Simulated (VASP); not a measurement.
Fe, 1 atom in the cell. The structure is orthorhombic, space group Fmmm (No. 69). The conventional cell has a = 3.056 Å, b = 3.960 Å, c = 4.007 Å, α = 90.00°, β = 90.00°, γ = 90.00°. Within 3.3 Å of Fe (site symmetry mmm) lie 14 Fe at 2.50 to 3.06 Å. 

- Program: VASP 6.6.1
- Task: single point
- Functional: PBEsol
- Potentials or basis: VASP PAW PBE potentials, release 64 (Fe_sv)
- Cutoff: 600 eV
- k mesh: 13 × 13 × 13
- Occupations: fermi-dirac, width 0.05 eV
- Spin: collinear spin, ferromagnetic start
- Starting moments: [3.0] μB
- Dipole correction: no
- Second run: valence_matched
- Further INCAR settings: ALGO = Normal; EDIFF = 1e-06; NBANDS = 18

Potentials or basis: VASP PAW PBE potentials, release 64 (Fe_sv).

The run is started by

```sh
$ cat potpaw_PBE.64/Fe_sv/POTCAR > POTCAR
$ mpirun -np 1 vasp_std > vasp.out
```

Hardware: 1 thread of Intel(R) Xeon(R) 6975P-C (Granite Rapids) (shared host).

How long does it take, and how much memory?

Run time: 47 s on 1 thread of Intel(R) Xeon(R) 6975P-C (Granite Rapids) (shared host), peak memory 0.24 GiB. Counts: scf iterations 14, k points 343.
